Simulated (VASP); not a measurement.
Wanted: the native input for a VASP 6.6.1 run.

| Item | Value |
| --- | --- |
| Task | single point |
| Functional | PBE |
| Potentials or basis | VASP PAW PBE potentials, release 64 (As_d) |
| Cutoff | 600 eV |
| k mesh | 3 × 3 × 3 |
| Occupations | gaussian, width 0.1 eV |
| Spin | no spin polarisation |
| Dipole correction | no |
| Second run | valence_matched |
| Further INCAR settings | ALGO = Normal; EDIFF = 1e-06; NBANDS = 22 |

The structure of As lies in POSCAR:

```
As
1.0
    1.8797494575      1.0852738553      3.4857700000
   -1.8797494575      1.0852738553      3.4857700000
    0.0000000000     -2.1705477106      3.4857700000
As
2
Direct
    0.2275400000      0.2275400000      0.2275400000
    0.7724600000      0.7724600000      0.7724600000
```

These files were run (other wordings do the same):

INCAR

```
PREC     = Accurate       # precision mode
ENCUT    = 600            # plane-wave cutoff, eV
EDIFF    = 1E-6           # SCF threshold, eV
ISMEAR   = 0              # smearing method
SIGMA    = 0.1            # smearing width, eV
LREAL    = False          # projectors in reciprocal space
LASPH    = True           # aspherical terms in the spheres
NELM     = 120            # most SCF steps
ALGO     = Normal         # electronic algorithm
ISIF     = 2              # what is computed and relaxed
LWAVE    = False          # write WAVECAR
LCHARG   = False          # write CHGCAR
GGA      = PE             # functional
NBANDS   = 22             # bands
GGA_COMPAT= False
```

KPOINTS

```
Automatic mesh
0
Gamma
  3 3 3
```

Potentials or basis: VASP PAW PBE potentials, release 64 (As_d).

Command:

```bash
$ cat potpaw_PBE.64/As_d/POTCAR > POTCAR
$ mpirun -np 1 vasp_std > vasp.out
```

It gave:

```json
{
  "Pressure": "4.4 GPa",
  "Largest force": "0.123 eV/Å",
  "Band gap on the k mesh": "1.33 eV, indirect (least direct gap 1.78 eV)"
}
```

Caveat: the k points lie up to 0.67 Å⁻¹ apart.

It used 29 s of CPU time on 1 thread of AMD EPYC 7R13 Processor (Zen 3), on a shared host.
